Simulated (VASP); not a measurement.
Here is a VASP 6.6.1 calculation.

POSCAR

```
MgO
1.0
    0.0000000000      2.1065500000      2.1065500000
    2.1065500000      0.0000000000      2.1065500000
    2.1065500000      2.1065500000      0.0000000000
Mg O
1 1
Direct
    0.0000000000      0.0000000000      0.0000000000
    0.5000000000      0.5000000000      0.5000000000
```

INCAR.step1

```
SYSTEM = MgO
PREC = Accurate
ENCUT = 920
ISMEAR = -1
SIGMA = 5E-4
LREAL = .FALSE.
LASPH = .TRUE.
NELM = 120
NBANDS = 15
GGA = PE
ALGO = Normal
EDIFF = 1E-5
LWAVE = .TRUE.
LCHARG = .FALSE.
GGA_COMPAT = .FALSE.
```

File INCAR.step2:

```
SYSTEM = MgO
PREC = Accurate
ENCUT = 920
EDIFF = 1E-6
ISMEAR = -1
SIGMA = 5E-4
LREAL = .FALSE.
LASPH = .TRUE.
NELM = 120
ALGO = Normal
ISIF = 2
LWAVE = .FALSE.
LCHARG = .FALSE.
METAGGA = R2SCAN
LMIXTAU = .TRUE.
NBANDS = 15
ISTART = 1
GGA_COMPAT = .FALSE.
```

File KPOINTS:

```
regular mesh
0
G
  8 8 8
  0 0 0
```

Potentials or basis: VASP PAW PBE potentials, release 64 (Mg_sv, O).

Command:

```bash
$ cat potpaw_PBE.64/Mg_sv/POTCAR potpaw_PBE.64/O/POTCAR > POTCAR
$ cp INCAR.step1 INCAR
$ mpirun -np 1 vasp_std > vasp.out
$ cp INCAR.step2 INCAR
$ mpirun -np 1 vasp_std > vasp.out
```

**Question.** Predict the pressure.

**Answer.** -0.5 GPa.

**Question.** Predict the band gap on the k mesh.

**Answer.** 5.64 eV.

Caveat: the PAW data sets were made with another functional, which shifts forces and pressure a little.

**Experimental background.**

“Electronic structure of alkaline earth and post-transition metal oxides”, 2009, arxiv:0908.1581 quotes, for a bulk crystal of MgO: band gap 7.83 eV.

Measured gap of MgO: 7.83 eV (quoted in “Electronic structure of alkaline earth and post-transition metal oxides”, 2009, arxiv:0908.1581). This calculation gives 5.64 eV (-2.19 eV). The value is that of r2SCAN, without temperature or zero-point motion.
